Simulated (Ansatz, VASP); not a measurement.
# One calculation of Cu, two programs

```
Cu
1.0
    -1.44279    1.44279    1.37608
     1.44279   -1.44279    1.37608
     1.44279    1.44279   -1.37608
Cu
1
Direct
  0.00000 0.00000 0.00000
```

Alike in both runs: task relaxation of cell and atoms; functional PBE; k mesh 4 × 4 × 4; occupations gaussian, width 0.1 eV; no spin polarisation.

|  | VASP | Ansatz |
| --- | --- | --- |
| version | VASP 6.6.1 | Ansatz 0.2.0 |
| potentials or method | VASP PAW PBE potentials, release 64 (Cu), cutoff 600 eV | scalar-relativistic, plane waves, PAW |
| valence electrons in the cell | 11 | 19 |

```csv
,VASP,Ansatz,Ansatz less VASP
"gap on the k mesh at the Fermi level, each at its own relaxed structure (eV)",none,none,-
relaxed volume (Å³/atom),12.01,11.96,-0.057
relaxed length of the cell vector where the two differ most in proportion (Å),2.502,2.498,-0.0041
```

A gap of «none» marks a metal or a gap that the smearing closes. VASP's potentials hold 11 valence electrons a cell and Ansatz's 19, so a difference there can come from the potentials and not from the codes.

The k mesh is coarse, so the values compare programs but aren't converged.
